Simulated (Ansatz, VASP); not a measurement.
**Two plane-wave programs on NaH**

Contents of INCAR:

```
SYSTEM = NaH
  PREC = Accurate
  ENCUT = 500
  EDIFF = 1E-6
  ISMEAR = 0
  SIGMA = 0.05
  LREAL = .FALSE.
  LASPH = .TRUE.
  NELM = 120
  ALGO = Normal
  ISIF = 2
  LWAVE = .FALSE.
  LCHARG = .TRUE.
  GGA = PE
  LELF = .TRUE.
  LVHAR = .TRUE.
  NBANDS = 11
  GGA_COMPAT = .FALSE.
```

File KPOINTS:

```
Automatic mesh
0
G
  10 10 10
  0 0 0
```

File POSCAR:

```
NaH
1.0
    2.9551240000      0.0000000000      0.0000000000
    0.0000000000      2.9551240000      0.0000000000
    0.0000000000      0.0000000000      2.9551240000
Na H
1 1
Direct
   -0.0507592913      0.0000000000     -0.0507592913
    0.5000000000      0.5000000000      0.5000000000
```

Input for Ansatz:

```yaml
crystal:
  lattice:
    - [2.955124, 0.0, 0.0]
    - [0.0, 2.955124, 0.0]
    - [0.0, 0.0, 2.955124]
  atoms:
    - { symbol: Na, position: [-0.0507592913, 0.0, -0.0507592913] }
    - { symbol: H, position: [0.5, 0.5, 0.5] }
basis:
  ecutwfc: 420
kpoints:
  mp_grid: { grid: [10, 10, 10] }
hamiltonian:
  xc: pbe
scf:
  occupations: { method: gaussian, width: 0.05 }
output:
  forces: true
  stress: true
  eigenvalues: true
```

Alike in both runs: task single point; functional PBE; k mesh 10 × 10 × 10; occupations gaussian, width 0.05 eV; no spin polarisation.

|  | VASP | Ansatz |
| --- | --- | --- |
| version | VASP 6.6.1 | Ansatz 0.2.0 |
| potentials or method | VASP PAW PBE potentials, release 64 (Na_pv, H), cutoff 500 eV | scalar-relativistic, plane waves, PAW |
| valence electrons in the cell | 8 | 10 |

Ansatz gave:

```
gap on the k mesh at the Fermi level (eV)                     : 1.07
least direct gap on the mesh (eV)                             : 4.43
pressure (GPa)                                                : 0.6
traceless stress, the component that is largest in VASP (GPa) : 0.42
rms of the force components (eV/Å)                            : 0.059
```

Problem. Which values does VASP return?

Solution. gap on the k mesh at the Fermi level (eV): 1.07; least direct gap on the mesh (eV): 4.43; pressure (GPa): 0.5; traceless stress, the component that is largest in VASP (GPa): 0.42; rms of the force components (eV/Å): 0.060.

Atom by atom the forces differ by 0.001 eV/Å (rms over components). With one functional, cell and mesh, what is left measures potentials, basis and numerics. VASP's potentials hold 8 valence electrons a cell and Ansatz's 10, so a difference there can come from the potentials and not from the codes.
